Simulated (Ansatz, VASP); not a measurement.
Two plane-wave programs on Y

The input INCAR:

```
SYSTEM = Y
PREC = Accurate
ENCUT = 600
EDIFF = 1E-6
ISMEAR = 0
SIGMA = 0.1
LREAL = .FALSE.
LASPH = .TRUE.
NELM = 80
ALGO = Normal
ISIF = 3
LWAVE = .FALSE.
LCHARG = .FALSE.
GGA = PE
IBRION = 2
NSW = 90
EDIFFG = -0.04
```

The input KPOINTS:

```
Automatic mesh
0
G
  6 6 6
  0 0 0
```

File POSCAR:

```
Y
1.0
    2.2739488480      1.3128649795      3.9587385719
   -2.2739488480      1.3128649795      3.9587385719
    0.0000000000     -2.6257299590      3.9587385719
Y
2
Direct
    0.2336400000      0.2336400000      0.2336400000
    0.7663600000      0.7663600000      0.7663600000
```

Input for Ansatz:

```yaml
crystal:
  lattice:
    - [2.273948848, 1.3128649795, 3.9587385719]
    - [-2.273948848, 1.3128649795, 3.9587385719]
    - [0.0, -2.625729959, 3.9587385719]
  atoms:
    - { symbol: "Y", position: [0.23364, 0.23364, 0.23364] }
    - { symbol: "Y", position: [0.76636, 0.76636, 0.76636] }
basis:
  ecutwfc: 420
kpoints:
  mp_grid: { grid: [6, 6, 6] }
hamiltonian:
  xc: pbe
scf:
  occupations: { method: gaussian, width: 0.1 }
  lower_state_search: "off"
output:
  forces: true
  stress: true
  eigenvalues: true
relax:
  adjacent_minimum: "off"
  f_tol: 0.04
  max_steps: 70
  cell: { stress_tol: 0.4 }
```

Alike in both runs: task relaxation of cell and atoms; functional PBE; k mesh 6 × 6 × 6; occupations gaussian, width 0.1 eV; no spin polarisation.

|  | VASP | Ansatz |
| --- | --- | --- |
| version | VASP 6.6.1 | Ansatz 0.2.0 |
| potentials or method | VASP PAW PBE potentials, release 64 (Y_sv), cutoff 600 eV | scalar-relativistic, plane waves, PAW |
| valence electrons in the cell | 22 | 22 |

|  | VASP | Ansatz | Ansatz less VASP |
| --- | --- | --- | --- |
| gap on the k mesh at the Fermi level, each at its own relaxed structure (eV) | none | none | - |
| relaxed volume (Å³/atom) | 32.26 | 32.36 | +0.096 |
| relaxed length of the cell vector where the two differ most in proportion (Å) | 6.166 | 6.184 | +0.0180 |

A gap of «none» marks a metal or a gap that the smearing closes.
